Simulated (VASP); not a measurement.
A run of VASP 6.6.1 is set up as follows.

File INCAR:

```
PREC     = Accurate       # precision mode
ENCUT    = 520            # plane-wave cutoff, eV
EDIFF    = 1E-6           # SCF threshold, eV
ISMEAR   = 0              # smearing method
SIGMA    = 0.05           # smearing width, eV
LREAL    = F              # projectors in reciprocal space
LASPH    = T              # aspherical terms in the spheres
NELM     = 60             # most SCF steps
ALGO     = Normal         # electronic algorithm
ISIF     = 2              # what is computed and relaxed
LWAVE    = F              # write WAVECAR
LCHARG   = F              # write CHGCAR
GGA      = PE             # functional
IVDW     = 12             # dispersion correction
NBANDS   = 35             # bands
```

KPOINTS

```
regular mesh
0
Gamma
  12 12 2
```

File POSCAR:

```
WSe2
1.0
    3.2790275604      0.0000000000      0.0000000000
   -1.6395137802      2.8397211670      0.0000000000
    0.0000000000      0.0000000000     12.7886113462
W Se
2 4
Direct
    0.3187625185      0.6560000899      0.2500000000
    0.6666634769      0.3333309983      0.7500000000
    0.3332896543      0.6666346914      0.6182912225
    0.6836740728      0.3457836188      0.1182912225
    0.3332896543      0.6666346914      0.8817087775
    0.6836740728      0.3457836188      0.3817087775
```

Potentials or basis: VASP PAW PBE potentials, release 64 (W_sv, Se).

Launch:

```bash
$ cat potpaw_PBE.64/W_sv/POTCAR potpaw_PBE.64/Se/POTCAR > POTCAR
$ mpirun -np 1 vasp_std > vasp.out
```

What does it give for the band gap on the k mesh?

0.86 eV (least direct gap 1.55 eV).

Predict the largest force.

1.739 eV/Å.

Predict the dispersion energy per atom.

-0.475 eV.

What does it give for the pressure?

0.6 GPa.

Forces on the atoms (eV/Å):
```
W    1.253  1.205  0.000
W    0.001  0.001  0.000
Se   0.001  0.001 -0.047
Se  -0.628 -0.604 -0.147
Se   0.001  0.001  0.047
Se  -0.628 -0.604  0.147
```

Caveat: the cell differs from its parent crystal (atoms displaced along a vibrational mode); spin-orbit coupling is left out, which moves the levels of the heavy elements; forces of over 1 eV/Å act on the atoms, so gaps and moduli don't describe the material at rest. A k mesh can miss the band edges.
